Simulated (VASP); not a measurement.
# Pt (Fmmm) in VASP: notebook

Pt is run at these levels: PBE; tasks: single point.

All numbers are computed with VASP 6.6.1; they aren't measurements. Logs are shortened: lines on timing, memory, paths and dates and some standing lists are left out, and cuts for length are marked.

## (1) The cell of the first run

The structure is orthorhombic, space group Fmmm (No. 69). Conventional cell: a = 3.168 Å, b = 4.436 Å, c = 4.526 Å, α = 90.00°, β = 90.00°, γ = 90.00°. Within 3.6 Å of Pt (site symmetry mmm) lie 14 Pt at 2.73 to 3.17 Å.

## (2) Single point, PBE (strain -0.0200 x Voigt [0, 0, 0, 0, 0, 1])

INCAR reads:

```
PREC = Accurate ; ENCUT = 520
EDIFF = 1E-7 ; ISMEAR = 0
SIGMA = 0.15 ; LREAL = False
LASPH = True ; NELM = 80
ALGO = Fast ; ISIF = 2
LWAVE = False ; LCHARG = True
GGA = PE ; LELF = True
LVHAR = True ; NBANDS = 11
```

KPOINTS reads:

```
regular mesh
0
Gamma
  22 22 22
```

POSCAR reads:

```
Pt
1.0
   -1.6000622000      1.6000622000      1.5842200000
    1.6000622000     -1.6000622000      1.5842200000
    1.5683778000      1.5683778000     -1.5842200000
Pt
1
Direct
    0.0000000000      0.0000000000      0.0000000000
```

Potentials or basis: VASP PAW PBE potentials, release 64 (Pt).

The run is started by

```sh
$ cat potpaw_PBE.64/Pt/POTCAR > POTCAR
$ mpirun -np 1 vasp_std > vasp.out
```

OUTCAR:

```text
PREC = Accurate
   ENCUT = 520
   EDIFF = 1E-7
   ISMEAR = 0
   LREAL = False
   LASPH = True
   NELM = 80
   ISIF = 2
   GGA = PE

 ion  position               nearest neighbor table
   1  0.000  0.000  0.000-

  LATTYP: Found a face centered orthorhombic cell.
 ALAT       =     3.1684400000
 B/A-ratio  =     1.4000714267
 C/A-ratio  =     1.4283556980

  Lattice vectors:

 A1 = (  -0.0316844000,   3.1684400000,   0.0000000000)
 A2 = (  -1.6000622000,   1.6000622000,   1.5842200000)
 A3 = (   1.5683778000,   1.5683778000,   1.5842200000)

Analysis of symmetry for initial positions (statically):
=====================================================================
 Subroutine PRICEL returns:
 Original cell was already a primitive cell.

 Routine SETGRP: Setting up the symmetry group for a
 face centered orthorhombic supercell.

 Subroutine GETGRP returns: Found  8 space group operations
 (whereof  8 operations were pure point group operations)
 out of a pool of  8 trial point group operations.

The static configuration has the point symmetry D_2h.

Analysis of symmetry for dynamics (positions and initial velocities):
=====================================================================
 Subroutine PRICEL returns:
 Original cell was already a primitive cell.

 Routine SETGRP: Setting up the symmetry group for a
 face centered orthorhombic supercell.

 Subroutine GETGRP returns: Found  8 space group operations
 (whereof  8 operations were pure point group operations)
 out of a pool of  8 trial point group operations.

The dynamic configuration has the point symmetry D_2h.

 Subroutine INISYM returns: Found  8 space group operations
 (whereof  8 operations are pure point group operations),
 and found     1 'primitive' translations

----------------------------------------------------------------------------------------

                                     Primitive cell

  volume of cell :      15.9024

  direct lattice vectors                    reciprocal lattice vectors
    -1.600062200  1.600062200  1.584220000     0.003156443  0.315644295  0.315612731
     1.600062200 -1.600062200  1.584220000     0.315644295  0.003156443  0.315612731
     1.568377800  1.568377800 -1.584220000     0.318800738  0.318800738  0.000000000

  length of vectors
     2.762272813  2.762272813  2.725687226     0.446377284  0.446377284  0.450852327

  position of ions in fractional coordinates (direct lattice)
     0.000000000  0.000000000  0.000000000

  ion indices of the primitive-cell ions
   primitive index   ion index
                 1           1

----------------------------------------------------------------------------------------

 KPOINTS: regular mesh

Automatic generation of k-mesh.
 Grid dimensions read from file:
 generate k-points for:   22   22   22

 Generating k-lattice:

  Cartesian coordinates                     Fractional coordinates (reciprocal lattice)
     0.000143475  0.014347468  0.014346033     0.045454545 -0.000000000  0.000000000
     0.014347468  0.000143475  0.014346033    -0.000000000  0.045454545  0.000000000
     0.014490943  0.014490943  0.000000000     0.000000000  0.000000000  0.045454545

  Length of vectors
     0.020289877  0.020289877  0.020493288

  Shift w.r.t. Gamma in fractional coordinates (k-lattice)
     0.000000000  0.000000000  0.000000000

 Subroutine IBZKPT returns following result:
 ===========================================

 Found   1530 irreducible k-points:

 Following reciprocal coordinates:
            Coordinates               Weight
  0.000000  0.000000  0.000000      1.000000
  0.045455 -0.000000  0.000000      8.000000
  0.090909 -0.000000  0.000000      8.000000
  0.136364  0.000000  0.000000      8.000000
  0.181818 -0.000000  0.000000      8.000000
  0.227273 -0.000000  0.000000      8.000000
[... 16 lines left out ...]
  0.500000  0.045455  0.000000      8.000000
 -0.454545  0.045455 -0.000000      8.000000
 [... further k-points ...]
   k-points           NKPTS =   1530   k-points in BZ     NKDIM =   1530   number of bands    NBANDS=     11
   number of dos      NEDOS =    301   number of ions     NIONS =      1
   total plane-waves  NPLWV =  11520
   dimension x,y,z NGX =    24 NGY =   24 NGZ =   20
   dimension x,y,z NGXF=    48 NGYF=   48 NGZF=   40
   ions per type =               1
   NGX,Y,Z   is equivalent  to a cutoff of  14.44, 14.44, 12.20 a.u.
   NGXF,Y,Z  is equivalent  to a cutoff of  28.89, 28.89, 24.40 a.u.
 SYSTEM =  unknown system
   PREC   = accura    normal or accurate (medium, high low for compatibility)
   ISTART =      0    job   : 0-new  1-cont  2-samecut
   ICHARG =      2    charge: 1-file 2-atom 10-const
   ISPIN  =      1    spin polarized calculation?
   LNONCOLLINEAR =      F non collinear calculations
   LSORBIT =      F    spin-orbit coupling
   LASPH  =      T    aspherical Exc in radial PAW
   ENCUT  =  520.0 eV  38.22 Ry    6.18 a.u.   5.14  5.14  5.07*2*pi/ulx,y,z
   NELM   =     80;   NELMIN=  2; NELMDL= -5     # of ELM steps
   EDIFF  = 0.1E-06   stopping-criterion for ELM
   LREAL  =      F    real-space projection
   EDIFFG = 0.1E-05   stopping-criterion for IOM
   NSW    =      0    number of steps for IOM
   IBRION =     -1    ionic relax: 0-MD 1-quasi-New 2-CG
   NFREE  =      0    steps in history (QN), initial steepest desc. (CG)
   ISIF   =      2    stress and relaxation
   ISYM   =      2    0-nonsym 1-usesym 2-fastsym
   POTIM  = 0.5000    time-step for ionic-motion
   TEBEG  =    0.0;   TEEND  =   0.0 temperature during run
   PSTRESS=    0.0 pullay stress
   NELECT =      10.0000    total number of electrons
   NUPDOWN=      -1.0000    fix difference up-down
   EMIN   =  10.00;   EMAX   =-10.00  energy-range for DOS
   EFERMI =   0.00;   METHOD = LEGACY
   ISMEAR =     0;   SIGMA  =   0.15  broadening in eV -4-tet -1-fermi 0-gaus
   EFERMI_NEDOS =   21; number of points for ismear=-14 and -15
   IALGO  =     68    algorithm
   IMIX   =      4    mixing-type and parameters
     AMIX     =   0.40;   BMIX     =  1.00
     AMIX_MAG =   1.60;   BMIX_MAG =  1.00
  volume/ion in A,a.u.               =      15.90       107.31
  Fermi-wavevector in a.u.,A,eV,Ry     =   1.402557  2.650448 26.764916  1.967166
  Thomas-Fermi vector in A             =   2.525307
   LORBIT       =      0    0 simple, 1 ext, 2 COOP (PROOUT), +10 PAW based schemes
   GGA     = PE    functional components
   LHFCALC =     F    Hartree Fock is set to
   AEXX    =    0.0000 exact exchange contribution
   IVDW    =     0    specifies the selected vdW correction
   LEPSILON=     F    determine dielectric tensor
   LRPA    =     F    only Hartree local field effects (RPA)
 non-spin polarized calculation
 RMM-DIIS sequential band-by-band and
 Gauss-broadening in eV      SIGMA  =   0.15
  energy-cutoff  :      520.00
  volume of cell :       15.90
 maximum number of plane-waves:       443
 NGX is ok and might be reduce to    24
   NGX = 11   NGY = 11   NGZ = 11

 number of electron      10.0000000 magnetization

 number of electron       9.9999999 magnetization

 Free energy of the ion-electron system (eV)
  ---------------------------------------------------
  ext. energy  EPLUGINS =         0.00000000
  ---------------------------------------------------
  free energy    TOTEN  =        -6.00322441 eV

  energy without entropy =       -5.98996010  energy(sigma->0) =       -5.99659226

 E-fermi :  10.0650     XC(G=0): -13.1651

 val. band max:       10.0639547010   @ k =  -0.1364   0.2727   0.3636
 cond. band min:      10.0654553216   @ k =   0.5000   0.4545   0.0000
 fundamental gap:      0.0015006206
 Fermi energy:        10.0650211457

 k-point     1 :       0.0000    0.0000    0.0000
  band No.  band energies     occupation
      1       0.6551      2.00000
      2       6.4989      2.00000
      3       6.6354      2.00000
      4       6.7836      2.00000
      5       9.1001      2.00000
      6       9.1067      2.00000
      7      27.0073      0.00000
      8      27.1877      0.00000
      9      27.3564      0.00000
     10      37.1320      0.00000
     11      37.1578      0.00000

 k-point     2 :       0.0455   -0.0000    0.0000
  band No.  band energies     occupation
      1       0.7392      2.00000
      2       6.5020      2.00000
      3       6.6510      2.00000
      4       6.7993      2.00000
      5       9.0581      2.00000
      6       9.1071      2.00000
      7      27.0940      0.00000
      8      27.2447      0.00000
      9      27.4466      0.00000
     10      35.5842      0.00000
     11      36.0644      0.00000

 k-point     3 :       0.0909   -0.0000    0.0000
  band No.  band energies     occupation
      1       0.9867      2.00000
      2       6.4586      2.00000
      3       6.6589      2.00000
      4       6.9359      2.00000
      5       8.9453      2.00000
      6       9.1134      2.00000
      7      27.2584      0.00000
      8      27.3801      0.00000
      9      27.7357      0.00000
     10      34.1483      0.00000
     11      34.5659      0.00000

 k-point     4 :       0.1364    0.0000    0.0000
  band No.  band energies     occupation
      1       1.3828      2.00000
      2       6.3419      2.00000
      3       6.6383      2.00000
      4       7.2388      2.00000
      5       8.8093      2.00000
      6       9.1264      2.00000
      7      27.2978      0.00000
      8      27.3591      0.00000
      9      28.2734      0.00000
     10      33.1127      0.00000
     11      33.1728      0.00000

 k-point     5 :       0.1818   -0.0000    0.0000
  band No.  band energies     occupation
      1       1.8966      2.00000
      2       6.1751      2.00000
      3       6.6142      2.00000
      4       7.6688      2.00000
      5       8.7050      2.00000
      6       9.1488      2.00000
      7      26.7323      0.00000
      8      27.0560      0.00000
      9      29.0354      0.00000
     10      32.3813      0.00000
     11      32.6901      0.00000
[... 211 lines left out ...]
 k-point    21 :       0.4091    0.0455   -0.0000
  band No.  band energies     occupation
      1       3.6515      2.00000
      2       5.3027      2.00000
      3       8.6883      2.00000
      4       9.1378      2.00000
      5       9.7141      1.99906
      6      11.1375      0.00000
      7      17.4299      0.00000
      8      23.5764      0.00000
      9      26.2419      0.00000
     10      34.0395      0.00000
     11      34.3933      0.00000

 k-point    22 :       0.4545    0.0455    0.0000
  band No.  band energies     occupation
      1       3.6390      2.00000
      2       5.2541      2.00000
      3       8.8928      2.00000
      4       9.1944      2.00000
      5      10.1164      0.62841
      6      11.5120      0.00000
      7      16.4383      0.00000
      8      23.3550      0.00000
      9      25.7947      0.00000
     10      34.0424      0.00000
     11      34.8278      0.00000

 k-point    23 :       0.5000    0.0455    0.0000
  band No.  band energies     occupation
      1       3.6384      2.00000
      2       5.2544      2.00000
      3       8.8948      2.00000
      4       9.1973      2.00000
      5      10.1317      0.52977
      6      11.4758      0.00000
      7      16.4499      0.00000
      8      23.3541      0.00000
      9      25.7943      0.00000
     10      34.0537      0.00000
     11      34.8530      0.00000

 k-point    24 :      -0.4545    0.0455   -0.0000
  band No.  band energies     occupation
      1       3.6496      2.00000
      2       5.3035      2.00000
      3       8.7015      2.00000
      4       9.1415      2.00000
      5       9.7314      1.99834
      6      11.0722      0.00000
      7      17.4493      0.00000
      8      23.5735      0.00000
      9      26.2365      0.00000
     10      34.1027      0.00000
     11      34.4347      0.00000

 [... further k-points ...]
[... 5 lines left out ...]
  --------------------------------------------------------------------------------------
  -------------------------------------------------------------------------------------
  Total       -0.1347865     -0.1347865     -0.1278748      0.2936673     -0.0000000      0.0000000
  in kB      -13.5798129    -13.5798129    -12.8834616     29.5871476     -0.0000000      0.0000000
  external PRESSURE =     -13.3476958 kB  Pullay stress =       0.0000000 kB

 VOLUME and BASIS-vectors are now :
 -----------------------------------------------------------------------------
  energy-cutoff  :      520.00
  volume of cell :       15.90
      direct lattice vectors                 reciprocal lattice vectors
    -1.600062200  1.600062200  1.584220000     0.003156443  0.315644295  0.315612731
     1.600062200 -1.600062200  1.584220000     0.315644295  0.003156443  0.315612731
     1.568377800  1.568377800 -1.584220000     0.318800738  0.318800738  0.000000000

 POSITION                                       TOTAL-FORCE (eV/Angst)
 -----------------------------------------------------------------------------------
      0.00000      0.00000      0.00000         0.000000      0.000000      0.000000
 -----------------------------------------------------------------------------------
    total drift:                                0.000000      0.000000     -0.000000

  FREE ENERGIE OF THE ION-ELECTRON SYSTEM (eV)
  ---------------------------------------------------
  free  energy   TOTEN  =        -6.0032244056 eV

  energy  without entropy=       -5.9899601044  energy(sigma->0) =       -5.99659226
```

Run time: 4.1 min. Hardware: 1 thread of Intel Xeon 8259CL, shared host; peak memory 0.37 GiB.

Results:

| Item | Value |
| --- | --- |
| Free energy | -6.0032 eV |
| Pressure | -1.3 GPa |
| Band gap on the k mesh | zero (bands 5 and 6 overlap by 2.21 eV) |

Levels at points of the mesh, in eV from the Fermi level:
| k point | band 3 | band 4 | band 5 | band 6 | band 7 | band 8 |
| --- | --- | --- | --- | --- | --- | --- |
| (0.00, 0.00, 0.00) | -3.43 | -3.28 | -0.96 | -0.96 | 16.94 | 17.12 |
| (0.50, 0.00, 0.00) | -1.14 | -0.65 | 0.31 | 1.05 | 6.27 | 13.26 |
| (0.50, 0.50, 0.00) | -1.07 | -0.56 | 0.17 | 0.97 | 6.02 | 13.41 |
| (0.00, 0.00, 0.50) | -1.21 | -0.75 | 0.45 | 1.14 | 6.51 | 13.16 |
| (0.50, 0.50, 0.50) | 0.41 | 0.53 | 0.67 | 7.67 | 7.67 | 7.69 |

Caveat: the cell differs from its parent crystal (strain -0.0200 x Voigt [0, 0, 0, 0, 0, 1]); spin-orbit coupling is left out, which moves the levels of the heavy elements.

## (3) Single point, PBE (strain +0.0150 x Voigt [0, 0, 0, 0, 0, 1])

INCAR reads:

```
SYSTEM = Pt
PREC     = Accurate       ! precision mode
ENCUT    = 520            ! plane-wave cutoff, eV
EDIFF    = 1E-7           ! SCF threshold, eV
ISMEAR   = 0              ! smearing method
SIGMA    = 0.15           ! smearing width, eV
LREAL    = .False.        ! projectors in reciprocal space
LASPH    = .True.         ! aspherical terms in the spheres
NELM     = 60             ! most SCF steps
ALGO     = Fast           ! electronic algorithm
ISIF     = 2              ! what is computed and relaxed
LWAVE    = .False.        ! write WAVECAR
LCHARG   = .False.        ! write CHGCAR
GGA      = PE             ! functional
NBANDS   = 11             ! bands
```

KPOINTS reads:

```
regular mesh
0
Gamma
  22 22 22
  0 0 0
```

POSCAR reads:

```
Pt
1.0
   -1.5723383500      1.5723383500      1.5842200000
    1.5723383500     -1.5723383500      1.5842200000
    1.5961016500      1.5961016500     -1.5842200000
Pt
1
Direct
    0.0000000000      0.0000000000      0.0000000000
```

Potentials or basis: VASP PAW PBE potentials, release 64 (Pt).

The run is started by

```sh
$ cat potpaw_PBE.64/Pt/POTCAR > POTCAR
$ mpirun -np 1 vasp_std > vasp.out
```

Run time: 5.1 min. Hardware: 1 thread of Intel Xeon 8259CL, shared host; peak memory 0.37 GiB.

The run converged. Its results:

```yaml
Free_energy: -6.0045 eV
Pressure: -1.4 GPa
Band_gap_on_the_k_mesh: zero (bands 5 and 6 overlap by 2.19 eV)
```

Stress tensor (GPa, compression positive):
```
-1.41 -2.22  0.00
-2.22 -1.41  0.00
 0.00  0.00 -1.37
```

Levels at points of the mesh, in eV from the Fermi level:
```
           k point  band 1  band 2  band 3  band 4  band 5  band 6  band 7  band 8  band 9  band 10
(0.00, 0.00, 0.00)   -9.41   -3.53   -3.43   -3.32   -0.97   -0.96   16.99   17.12   17.25    27.07
(0.50, 0.00, 0.00)   -6.48   -4.83   -1.14   -0.65    0.31    1.05    6.26   13.27   15.84    24.01
(0.50, 0.50, 0.00)   -6.46   -4.78   -1.20   -0.72    0.42    1.12    6.45   13.19   15.71    23.74
(0.00, 0.00, 0.50)   -6.51   -4.88   -1.09   -0.58    0.21    0.99    6.08   13.38   15.93    24.28
(0.50, 0.50, 0.50)   -5.99   -5.99    0.44    0.54    0.64    7.67    7.67    7.68   12.71    18.94
```

Caveat: the cell differs from its parent crystal (strain +0.0150 x Voigt [0, 0, 0, 0, 0, 1]); spin-orbit coupling is left out, which moves the levels of the heavy elements.

## (4) Single point, PBE (strain -0.0100 x Voigt [0, 0, 0, 0, 0, 1])

INCAR reads:

```
SYSTEM = Pt
PREC = Accurate
ENCUT = 520
EDIFF = 1E-7
ISMEAR = 0
SIGMA = 0.15
LREAL = .FALSE.
LASPH = .TRUE.
NELM = 80
ALGO = Fast
ISIF = 2
LWAVE = .FALSE.
LCHARG = .FALSE.
GGA = PE
NBANDS = 11
```

KPOINTS reads:

```
Automatic mesh
0
G
  22 22 22
  0 0 0
```

POSCAR reads:

```
Pt
1.0
   -1.5921411000      1.5921411000      1.5842200000
    1.5921411000     -1.5921411000      1.5842200000
    1.5762989000      1.5762989000     -1.5842200000
Pt
1
Direct
    0.0000000000      0.0000000000      0.0000000000
```

The run is started by

```sh
$ cat potpaw_PBE.64/Pt/POTCAR > POTCAR
$ mpirun -np 1 vasp_std > vasp.out
```

Wall time 4.2 min (1 thread of Intel Xeon 8259CL, shared host); peak memory 0.36 GiB.

Results (log left out):

| Item | Value |
| --- | --- |
| Free energy | -6.0054 eV |
| Pressure | -1.4 GPa |
| Band gap on the k mesh | zero (bands 5 and 6 overlap by 2.17 eV) |

Stress tensor (GPa, compression positive):
```
-1.45  1.48  0.00
 1.48 -1.45  0.00
 0.00  0.00 -1.43
```

Levels at points of the mesh, in eV from the Fermi level:
```
           k point  band 2  band 3  band 4  band 5  band 6  band 7  band 8  band 9
(0.00, 0.00, 0.00)   -3.49   -3.42   -3.35   -0.97   -0.96   17.03   17.12   17.21
(0.50, 0.00, 0.00)   -4.83   -1.14   -0.65    0.31    1.05    6.26   13.28   15.83
(0.50, 0.50, 0.00)   -4.86   -1.11   -0.60    0.24    1.01    6.14   13.35   15.89
(0.00, 0.00, 0.50)   -4.80   -1.18   -0.70    0.38    1.09    6.38   13.22   15.75
(0.50, 0.50, 0.50)   -5.99    0.47    0.54    0.60    7.67    7.67    7.68   12.71
```

Caveat: the cell differs from its parent crystal (strain -0.0100 x Voigt [0, 0, 0, 0, 0, 1]); spin-orbit coupling is left out, which moves the levels of the heavy elements.

## (5) Overview

```csv
cell,gap on the mesh (eV),pressure (GPa)
"a = 2.762, b = 2.762, c = 2.726 Å, angles 109.5, 109.5, 110.0°, 1 atom",none,-1.3
"a = 2.730, b = 2.730, c = 2.758 Å, angles 109.5, 109.5, 109.1°, 1 atom",none,-1.4
"a = 2.753, b = 2.753, c = 2.735 Å, angles 109.5, 109.5, 109.7°, 1 atom",none,-1.4
```

Alike in all rows: task single point; level PBE; potentials or basis VASP PAW PBE potentials, release 64 (Pt); no spin polarisation; k mesh 22 × 22 × 22; cutoff (eV) 520; smearing gaussian 0.15 eV.

Caveats: spin-orbit coupling is left out, which moves the levels of the heavy elements.

Total energies depend on the potentials used, so only differences within one code and one set of settings carry meaning.
